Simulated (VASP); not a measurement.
A run of VASP 6.6.1:

INCAR

```
ALGO = Normal
EDIFF = 1E-6
ENCUT = 600
GGA = PS
GGA_COMPAT = F
ISIF = 2
ISMEAR = 0
LASPH = T
LCHARG = F
LREAL = F
LWAVE = F
NBANDS = 28
NELM = 120
PREC = Accurate
SIGMA = 0.01
```

File KPOINTS:

```
Automatic mesh
0
Gamma
  4 4 4
  0.5 0.5 0.5
```

Contents of POSCAR:

```
BaTiO3
1.0
    2.8273665000      1.6323808099      2.3183933333
   -2.8273665000      1.6323808099      2.3183933333
    0.0000000000     -3.2647616197      2.3183933333
Ba Ti O
1 1 3
Direct
    0.0000000000      0.0000000000      0.0000000000
    0.4845003333      0.4845003333      0.4845003333
    0.5086005000      0.5086005000      0.0175000000
    0.0175000000      0.5086005000      0.5086005000
    0.5086005000      0.0175000000      0.5086005000
```

Potentials or basis: VASP PAW PBE potentials, release 64 (Ba_sv, Ti_sv, O).

The run is started by

```sh
$ cat potpaw_PBE.64/Ba_sv/POTCAR potpaw_PBE.64/Ti_sv/POTCAR potpaw_PBE.64/O/POTCAR > POTCAR
$ mpirun -np 1 vasp_std > vasp.out
```

Hardware: 1 thread of AMD EPYC 7R13, with other jobs on the host.

How long does it take, and how much memory?

Wall time 29 s on 1 thread of AMD EPYC 7R13, on a shared host, peak memory 0.16 GiB. Counts: scf iterations 15, k points 10.
